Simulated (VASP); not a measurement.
C, 12 atoms in the cell. It takes space group P-4n2 (No. 118, tetragonal). Conventional cell: a = 5.436 Å, b = 5.436 Å, c = 2.918 Å, α = 90.00°, β = 90.00°, γ = 90.00°. Within 1.9 Å of C (site symmetry 1) lie 3 C at 1.46 Å. C (site symmetry 2) has 3 C at 1.45 to 1.46 Å within 1.9 Å. The cell was built from a structure type or drawn by symmetry, and may not be a known phase.

```yaml
Program: VASP 6.6.1
Task: relaxation of cell and atoms
Functional: PBE
Potentials_or_basis: VASP PAW PBE potentials, release 64 (C)
Cutoff: 600 eV
k_mesh: 4 × 4 × 6
Occupations: gaussian, width 0.1 eV
Spin: no spin polarisation
Dipole_correction: no
Further_INCAR_settings: ALGO = Normal; EDIFF = 1e-06; IBRION = 2; EDIFFG = -0.04; NSW = 90; ISIF = 3
```

Potentials or basis: VASP PAW PBE potentials, release 64 (C).

Command:

```console
$ cat potpaw_PBE.64/C/POTCAR > POTCAR
$ mpirun -np 1 vasp_std > vasp.out
```

Hardware: 1 thread of Intel(R) Xeon(R) 6975P-C (Granite Rapids) (shared host).

Question: Estimate the wall time of this run.

Answer: It took 4.6 min on 1 thread of Intel(R) Xeon(R) 6975P-C (Granite Rapids) (shared host), peak memory 0.24 GiB. Counts: scf iterations 120, k points 24, ion steps 17.
